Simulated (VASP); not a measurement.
**HfN (WC type): relaxation of shape and atoms at fixed volume with PBE**

Crystal: HfN (WC type).

```xyz
2
Lattice="2.6726 0.0000 0.0000 -1.3363 2.3146 0.0000 0.0000 0.0000 2.5086" Properties=species:S:1:pos:R:3 pbc="T T T"
Hf    0.0000    0.0000    0.0000
N     0.0000    1.5430    1.2543
```

- Program: VASP 6.6.1
- Task: relaxation of shape and atoms at fixed volume
- Functional: PBE
- Potentials or basis: VASP PAW PBE potentials, release 64 (Hf_pv, N)
- Cutoff: 600 eV
- k mesh: 16 × 16 × 14
- Occupations: fermi-dirac, width 0.1 eV
- Spin: no spin polarisation
- Dipole correction: no
- Further INCAR settings: ALGO = Normal; EDIFF = 1e-07; IBRION = 2; EDIFFG = -0.005; NSW = 50; ISIF = 4

* Energy gained by relaxing: 41.7 meV/atom
* Ionic steps: 17
* Pressure after relaxing: 253.3 GPa
* Band gap on the k mesh: zero (an odd number of electrons rules out a gap without spin polarisation)

Step by step:
| step | energy change (eV) | largest force (eV/Å) | pressure (GPa) | volume (Å³) |
| --- | --- | --- | --- | --- |
| 1 | 0.0000 | 0.0000 | 259.21 | 15.52 |
| 2 | 0.0537 | 0.0000 | 245.98 | 15.52 |
| 3 | -0.0833 | 0.0000 | 253.19 | 15.52 |
| 4 | -0.0833 | 0.0000 | 253.31 | 15.52 |
| 5 | -0.0833 | 0.0000 | 253.31 | 15.52 |
| 6 | -0.0833 | 0.0000 | 253.30 | 15.52 |
| 7 | -0.0833 | 0.0000 | 253.30 | 15.52 |
| 8 | -0.0833 | 0.0000 | 253.30 | 15.52 |
| 9 | -0.0833 | 0.0000 | 253.30 | 15.52 |
| 10 | -0.0833 | 0.0000 | 253.30 | 15.52 |
| 11 | -0.0833 | 0.0000 | 253.30 | 15.52 |
| 12 | -0.0833 | 0.0000 | 253.30 | 15.52 |
| 13 | -0.0833 | 0.0000 | 253.30 | 15.52 |
| 14 | -0.0833 | 0.0000 | 253.30 | 15.52 |
| 15 | -0.0833 | 0.0000 | 253.29 | 15.52 |
| 16 | -0.0833 | 0.0000 | 253.28 | 15.52 |
| 17 | -0.0833 | 0.0000 | 253.26 | 15.52 |

Final structure:
```yaml
crystal:
  lattice:
    - [2.62742, 0.00000, 0.00000]
    - [-1.31371, 2.27541, 0.00000]
    - [0.00000, 0.00000, 2.59570]
  atoms:
    - { symbol: Hf, position: [0.00000, 0.00000, 0.00000] }
    - { symbol: N, position: [0.33333, 0.66667, 0.50000] }
```

Levels at points of the mesh, in eV from the Fermi level:
| k point | band 6 | band 7 | band 8 | band 9 | band 10 | band 11 |
| --- | --- | --- | --- | --- | --- | --- |
| (0.00, 0.00, 0.00) | -4.72 | -4.22 | -1.53 | 5.89 | 7.26 | 7.26 |
| (0.50, 0.00, 0.00) | -5.70 | -3.32 | -2.02 | 7.16 | 8.64 | 9.19 |
| (0.00, 0.00, 0.50) | -3.50 | -3.50 | 1.63 | 1.63 | 4.94 | 6.42 |
| (0.50, 0.00, 0.50) | -6.27 | -5.50 | 2.92 | 8.82 | 11.32 | 12.81 |

Wall time 83 s on 1 thread of Intel(R) Xeon(R) 6975P-C (Granite Rapids), with other jobs on the host, peak memory 0.19 GiB.

Caveat: spin-orbit coupling is left out, which moves the levels of the heavy elements; an odd number of electrons without spin polarisation forces a metal; a magnetic or distorted state may lie lower.
